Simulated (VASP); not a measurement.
# Si7PdC8 in VASP: single point with PBEsol+U

Aim: the single point of Si7PdC8 with PBEsol+U.

Everything below comes from runs of VASP 6.6.1. Logs are shortened: lines on timing, memory, paths and dates and some standing lists are left out, and cuts for length are marked.

## Step 1: The cell of the first run

The typed cell holds 16 atoms: a = 6.163 Å, b = 6.163 Å, c = 6.163 Å, α = 60.00°, β = 60.00°, γ = 60.00°.

## Step 2: Single point, PBEsol+U, collinear spin

Contents of INCAR:

```
SYSTEM = Si7PdC8
PREC = Accurate
ENCUT = 700
EDIFF = 1E-6
ISMEAR = 0
SIGMA = 0.05
LREAL = Auto
LASPH = .True.
NELM = 200
ALGO = Normal
ISIF = 2
LWAVE = .False.
LCHARG = .True.
ISPIN = 2
MAGMOM = 4 0 0 0 0 0 0 0 0 0 0 0 0 0 0 0
LORBIT = 11
LMAXMIX = 4
LDAU = .True.
LDAUTYPE = 2
LDAUL = 2 -1 -1
LDAUU = 2 0 0
LDAUJ = 0 0 0
LDAUPRINT = 1
GGA = PS
LELF = .True.
LVHAR = .True.
NBANDS = 57
GGA_COMPAT = .False.
```

Contents of KPOINTS:

```
regular mesh
0
Gamma
  3 3 3
  0 0 0
```

Contents of POSCAR:

```
Si7PdC8
1.0
    0.0000000000      4.3580000000      4.3580000000
    4.3580000000      0.0000000000      4.3580000000
    4.3580000000      4.3580000000      0.0000000000
Pd Si C
1 7 8
Direct
   -0.0014879932      0.0014817106      0.0001348684
   -0.0040223560     -0.0006006561      0.5023713880
   -0.0039760034      0.5039575895     -0.0022385254
   -0.0039804107      0.5039464916      0.5023744001
    0.5006153515     -0.0005820652     -0.0022606833
    0.5005922752     -0.0005588835      0.5022896129
    0.5006409381      0.5039571230     -0.0022555801
    0.4982886190      0.5017127018      0.5000509255
    0.1331292654      0.1365160330      0.1348897383
    0.1330554484      0.1364773051      0.5957024134
    0.1331867839      0.5970788001      0.1349118402
    0.1239869420      0.6264598039      0.6248269315
    0.5940531588      0.1364707605      0.1347536752
    0.6230374944      0.1274138327      0.6248083382
    0.6230746445      0.6264712122      0.1257393475
    0.6230697129      0.6264859288      0.6248020359
```

Potentials or basis: VASP PAW PBE potentials, release 64 (Pd_sv_GW, Si, C).

Command:

```console
$ cat potpaw_PBE.64/Pd_sv_GW/POTCAR potpaw_PBE.64/Si/POTCAR potpaw_PBE.64/C/POTCAR > POTCAR
$ mpirun -np 1 vasp_std > vasp.out
```

OUTCAR:

```text
SYSTEM = Si7PdC8
   PREC = Accurate
   ENCUT = 700
   EDIFF = 1E-6
   ISMEAR = 0
   LREAL = Auto
   LASPH = .True.
   NELM = 200
   ISIF = 2
   ISPIN = 2
   LORBIT = 11
   GGA = PS

 ion  position               nearest neighbor table
   1  0.999  0.001  0.000-  11 2.04   9 2.04  10 2.04  13 2.04
   2  0.996  0.999  0.502-  10 1.86   9 1.86  12 1.88  14 1.88   5 3.05   6 3.05   3 3.05   4 3.05
                             8 3.08   8 3.08   4 3.11   3 3.11   6 3.11   5 3.11
   3  0.996  0.504  0.998-   9 1.86  11 1.86  12 1.88  15 1.88   7 3.05   4 3.05   2 3.05   5 3.05
                             8 3.08   8 3.08   5 3.11   2 3.11   4 3.11   7 3.11
   4  0.996  0.504  0.502-  10 1.86  11 1.86  12 1.88  16 1.88   7 3.05   3 3.05   2 3.05   6 3.05
                             8 3.08   8 3.08   6 3.11   2 3.11   3 3.11   7 3.11
   5  0.501  0.999  0.998-   9 1.86  13 1.86  14 1.88  15 1.88   2 3.05   3 3.05   7 3.05   6 3.05
                             8 3.08   8 3.08   6 3.11   7 3.11   3 3.11   2 3.11
   6  0.501  0.999  0.502-  13 1.86  10 1.86  14 1.88  16 1.88   2 3.05   5 3.05   4 3.05   7 3.05
                             8 3.08   8 3.08   7 3.11   4 3.11   5 3.11   2 3.11
   7  0.501  0.504  0.998-  11 1.86  13 1.86  16 1.88  15 1.88   4 3.05   3 3.05   5 3.05   6 3.05
                             8 3.08   8 3.08   6 3.11   5 3.11   3 3.11   4 3.11
   8  0.498  0.502  0.500-  14 1.88  12 1.88  16 1.88  15 1.88   3 3.08   4 3.08   5 3.08   7 3.08
                             2 3.08   6 3.08   6 3.08   2 3.08   7 3.08   5 3.08   4 3.08   3 3.08
   9  0.133  0.137  0.135-   3 1.86   2 1.86   5 1.86   1 2.04
  10  0.133  0.136  0.596-   4 1.86   2 1.86   6 1.86   1 2.04
  11  0.133  0.597  0.135-   3 1.86   7 1.86   4 1.86   1 2.04
  12  0.124  0.626  0.625-   4 1.88   3 1.88   2 1.88   8 1.88
  13  0.594  0.136  0.135-   7 1.86   5 1.86   6 1.86   1 2.04
  14  0.623  0.127  0.625-   5 1.88   6 1.88   2 1.88   8 1.88
  15  0.623  0.626  0.126-   7 1.88   5 1.88   3 1.88   8 1.88
  16  0.623  0.626  0.625-   7 1.88   4 1.88   6 1.88   8 1.88

  LATTYP: Found a face centered cubic cell.
 ALAT       =     8.7160000000

  Lattice vectors:

 A1 = (   0.0000000000,   4.3580000000,   4.3580000000)
 A2 = (   4.3580000000,   0.0000000000,   4.3580000000)
 A3 = (   4.3580000000,   4.3580000000,   0.0000000000)

Analysis of symmetry for initial positions (statically):
=====================================================================
 Subroutine PRICEL returns:
 Original cell was already a primitive cell.

 Routine SETGRP: Setting up the symmetry group for a
 face centered cubic supercell.

 Subroutine GETGRP returns: Found  1 space group operations
 (whereof  1 operations were pure point group operations)
 out of a pool of 48 trial point group operations.

The static configuration has the point symmetry C_1 .

Analysis of symmetry for dynamics (positions and initial velocities):
=====================================================================
 Subroutine PRICEL returns:
 Original cell was already a primitive cell.

 Routine SETGRP: Setting up the symmetry group for a
 face centered cubic supercell.

 Subroutine GETGRP returns: Found  1 space group operations
 (whereof  1 operations were pure point group operations)
 out of a pool of 48 trial point group operations.

The dynamic configuration has the point symmetry C_1 .

Analysis of structural, dynamic, and magnetic symmetry:
=====================================================================
 Subroutine PRICEL returns:
 Original cell was already a primitive cell.

 Routine SETGRP: Setting up the symmetry group for a
 face centered cubic supercell.

 Subroutine GETGRP returns: Found  1 space group operations
 (whereof  1 operations were pure point group operations)
 out of a pool of 48 trial point group operations.

The overall configuration has the point symmetry C_1 .

[... 152 lines left out ...]
  energy-cutoff  :      700.00
  volume of cell :      165.54
 maximum number of plane-waves:      6975
 NGX is ok and might be reduce to    54
   NGX = 27   NGY = 27   NGZ = 27

 number of electron      77.9999997 magnetization      -0.0010694

atom =   1  type =  1  l = 2

 onsite density matrix

spin component  1

  0.6913  0.0002 -0.0000 -0.0001 -0.0000
  0.0002  0.6913  0.0000 -0.0000 -0.0001
 -0.0000  0.0000  0.8326 -0.0001 -0.0000
 -0.0001 -0.0000 -0.0001  0.6913 -0.0002
 -0.0000 -0.0001 -0.0000 -0.0002  0.8326

spin component  2

  0.6912  0.0002 -0.0000 -0.0001 -0.0000
  0.0002  0.6912  0.0000 -0.0000 -0.0001
 -0.0000  0.0000  0.8324 -0.0001 -0.0000
 -0.0001 -0.0000 -0.0001  0.6913 -0.0002
 -0.0000 -0.0001 -0.0000 -0.0002  0.8324

 occupancies and eigenvectors

  o =  0.6910  v =  0.0000  0.0000  0.0000  0.0000  0.0000 -0.7351  0.6550 -0.0003 -0.1748  0.0001      0.0000  0.0000  0.0000  0.0000  0.0000  0.0000  0.0000  0.0000  0.0000  0.0000
  o =  0.6910  v = -0.7358  0.6539 -0.0003 -0.1763  0.0001  0.0000  0.0000  0.0000  0.0000  0.0000      0.0000  0.0000  0.0000  0.0000  0.0000  0.0000  0.0000  0.0000  0.0000  0.0000
  o =  0.6913  v =  0.0000  0.0000  0.0000  0.0000  0.0000 -0.0982 -0.3581 -0.0006 -0.9285 -0.0013      0.0000  0.0000  0.0000  0.0000  0.0000  0.0000  0.0000  0.0000  0.0000  0.0000
  o =  0.6913  v = -0.0969 -0.3592 -0.0006 -0.9282 -0.0013  0.0000  0.0000  0.0000  0.0000  0.0000      0.0000  0.0000  0.0000  0.0000  0.0000  0.0000  0.0000  0.0000  0.0000  0.0000
  o =  0.6915  v =  0.0000  0.0000  0.0000  0.0000  0.0000  0.6708  0.6654 -0.0004 -0.3276 -0.0001      0.0000  0.0000  0.0000  0.0000  0.0000  0.0000  0.0000  0.0000  0.0000  0.0000
  o =  0.6915  v =  0.6703  0.6659 -0.0004 -0.3277 -0.0001  0.0000  0.0000  0.0000  0.0000  0.0000      0.0000  0.0000  0.0000  0.0000  0.0000  0.0000  0.0000  0.0000  0.0000  0.0000
  o =  0.8324  v =  0.0000  0.0000  0.0000  0.0000  0.0000  0.0000  0.0003 -0.3730  0.0014 -0.9278      0.0000  0.0000  0.0000  0.0000  0.0000  0.0000  0.0000  0.0000  0.0000  0.0000
  o =  0.8324  v =  0.0000  0.0000  0.0000  0.0000  0.0000 -0.0000 -0.0004 -0.9278  0.0002  0.3730      0.0000  0.0000  0.0000  0.0000  0.0000  0.0000  0.0000  0.0000  0.0000  0.0000
  o =  0.8326  v =  0.0000  0.0000 -0.8282  0.0013 -0.5604  0.0000  0.0000  0.0000  0.0000  0.0000      0.0000  0.0000  0.0000  0.0000  0.0000  0.0000  0.0000  0.0000  0.0000  0.0000
  o =  0.8326  v = -0.0000 -0.0005 -0.5604 -0.0006  0.8282  0.0000  0.0000  0.0000  0.0000  0.0000      0.0000  0.0000  0.0000  0.0000  0.0000  0.0000  0.0000  0.0000  0.0000  0.0000

 number of electron      77.9999997 magnetization       0.0003250

 Free energy of the ion-electron system (eV)
  ---------------------------------------------------
  ext. energy  EPLUGINS =         0.00000000
  ---------------------------------------------------
  free energy    TOTEN  =      -119.55281226 eV

  energy without entropy =     -119.54799503  energy(sigma->0) =     -119.55040365

 E-fermi :   8.9220     XC(G=0): -11.7534

 val. band max:        8.7266976590   @ k =   0.3333   0.3333   0.0000
 cond. band min:       8.9696810746   @ k =  -0.3333   0.3333  -0.3333
 fundamental gap:      0.2429834156
 Fermi energy:         8.9219736282

 spin component 1

 k-point     1 :       0.0000    0.0000    0.0000
  band No.  band energies     occupation
      1     -76.0431      1.00000
      2     -41.8372      1.00000
      3     -41.8370      1.00000
      4     -41.8370      1.00000
      5      -7.2839      1.00000
      6      -3.8952      1.00000
[... 745 lines left out ...]
     50      15.5472      0.00000
     51      15.7533      0.00000
 Fermi energy:         8.9219736282

 spin component 2

 k-point     1 :       0.0000    0.0000    0.0000
  band No.  band energies     occupation
      1     -76.0430      1.00000
      2     -41.8371      1.00000
      3     -41.8369      1.00000
      4     -41.8369      1.00000
      5      -7.2839      1.00000
      6      -3.8952      1.00000
[... 745 lines left out ...]
     50      15.5472      0.00000
     51      15.7533      0.00000
 [bands above 51 left out]

------------------------ aborting loop because EDIFF is reached ----------------------------------------

  FORCE on cell =-STRESS in cart. coord.  units (eV):
  Direction    XX          YY          ZZ          XY          YZ          ZX
  --------------------------------------------------------------------------------------
  -------------------------------------------------------------------------------------
  Total        7.6377980      7.6383068      7.6259620     -0.0064763     -0.0073400      0.0200132
  in kB       73.9242758     73.9292000     73.8097180     -0.0626824     -0.0710423      0.1937023
  external PRESSURE =      73.8877313 kB  Pullay stress =       0.0000000 kB

 VOLUME and BASIS-vectors are now :
 -----------------------------------------------------------------------------
  energy-cutoff  :      700.00
  volume of cell :      165.54
      direct lattice vectors                 reciprocal lattice vectors
     0.000000000  4.358000000  4.358000000    -0.114731528  0.114731528  0.114731528
     4.358000000  0.000000000  4.358000000     0.114731528 -0.114731528  0.114731528
     4.358000000  4.358000000  0.000000000     0.114731528  0.114731528 -0.114731528

 POSITION                                       TOTAL-FORCE (eV/Angst)
 -----------------------------------------------------------------------------------
      0.00705      4.35210      4.35797         0.000599     -0.003679     -0.000890
      6.54472      6.52981      8.69585         0.001319     -0.001057      0.025220
      6.54449      8.68892      6.53692         0.000354      0.020306     -0.000370
      4.38555      6.53000      6.53685        -0.022207     -0.000834     -0.001181
      8.70361      6.52983      6.53715         0.024071     -0.000773      0.000032
      6.54454      4.37056      6.53715         0.001174     -0.023604     -0.001286
[... 8 lines left out ...]
      3.27813      3.26333      5.44552        -0.007479     -0.005457      0.006405
      5.45311      5.43823      5.44556         0.005512      0.007161      0.006705
 -----------------------------------------------------------------------------------
    total drift:                                0.009577     -0.008640      0.003310

  FREE ENERGIE OF THE ION-ELECTRON SYSTEM (eV)
  ---------------------------------------------------
  free  energy   TOTEN  =      -119.5528122641 eV

  energy  without entropy=     -119.5479950318  energy(sigma->0) =     -119.55040365

 total charge

# of ion       s       p       d       f       tot
--------------------------------------------------
    1        2.217   6.155   7.421   0.024  15.817
    2        0.712   0.993   0.000   0.000   1.705
    3        0.712   0.993   0.000   0.000   1.705
    4        0.712   0.993   0.000   0.000   1.705
    5        0.712   0.993   0.000   0.000   1.705
    6        0.712   0.993   0.000   0.000   1.705
[... 8 lines left out ...]
   15        0.832   1.709   0.000   0.000   2.541
   16        0.832   1.709   0.000   0.000   2.541
--------------------------------------------------
tot         13.996  26.410   7.421   0.024  47.850

 magnetization (x)

# of ion       s       p       d       f       tot
--------------------------------------------------
    1        0.000   0.000   0.000  -0.000   0.000
    2       -0.000   0.000   0.000   0.000   0.000
    3       -0.000   0.000   0.000   0.000   0.000
    4       -0.000   0.000   0.000   0.000   0.000
    5       -0.000   0.000   0.000   0.000   0.000
    6       -0.000   0.000   0.000   0.000   0.000
[... 8 lines left out ...]
   15        0.000   0.000   0.000   0.000   0.000
   16        0.000   0.000   0.000   0.000   0.000
--------------------------------------------------
tot         -0.000   0.000   0.000  -0.000   0.000
```

Run time: 23 min. Hardware: 1 thread of Intel Xeon Platinum 8488C (Sapphire Rapids), shared host; peak memory 0.65 GiB.

Results:

| Item | Value |
| --- | --- |
| Free energy | -119.5528 eV |
| Pressure | 7.4 GPa |
| Largest force | 0.203 eV/Å |
| Band gap on the k mesh | zero (filled and empty bands overlap) |
| Net moment | 0.00 μB per cell |
| Valence electrons inside the program's atomic spheres | Pd 15.82; Si 1.71, 1.68 (each value once); C 2.49, 2.54 (each value once) |

Forces on the atoms (eV/Å):
```
Pd   0.001 -0.004 -0.001
Si   0.001 -0.001  0.025
Si   0.000  0.020  0.000
Si  -0.022 -0.001 -0.001
Si   0.024 -0.001  0.000
Si   0.001 -0.024 -0.001
Si   0.000  0.000 -0.022
Si   0.001 -0.001  0.001
C   -0.118 -0.115 -0.118
C    0.114  0.119 -0.116
C    0.118 -0.116  0.117
C    0.006 -0.006 -0.006
C   -0.116  0.119  0.115
C   -0.008  0.008 -0.006
C   -0.007 -0.005  0.006
C    0.006  0.007  0.007
```

Levels at points of the mesh, in eV from the Fermi level:
Spin up:
| k point | band 35 | band 36 | band 37 | band 38 | band 39 | band 40 | band 41 | band 42 | band 43 | band 44 |
| --- | --- | --- | --- | --- | --- | --- | --- | --- | --- | --- |
| (0.00, 0.00, 0.00) | -1.81 | -1.42 | -1.42 | -1.42 | 0.36 | 0.36 | 0.36 | 2.36 | 2.36 | 2.37 |
Spin down:
```tsv
k point	band 35	band 36	band 37	band 38	band 39	band 40	band 41	band 42	band 43	band 44
(0.00, 0.00, 0.00)	-1.81	-1.42	-1.42	-1.42	0.36	0.36	0.36	2.36	2.36	2.37
```

Eigenvalues of the final occupation matrices:
```tsv
site	spin	trace	eigenvalues
site 1 d	1	3.74	0.69 0.69 0.69 0.83 0.83
site 1 d	2	3.74	0.69 0.69 0.69 0.83 0.83
```

Caveat: the k points lie up to 0.42 Å⁻¹ apart; the PAW data sets were made with another functional, which shifts forces and pressure a little; the U is typed as a test and isn't derived for this compound.

The gap in the log of VASP goes by the Fermi energy; the results here count the filled bands.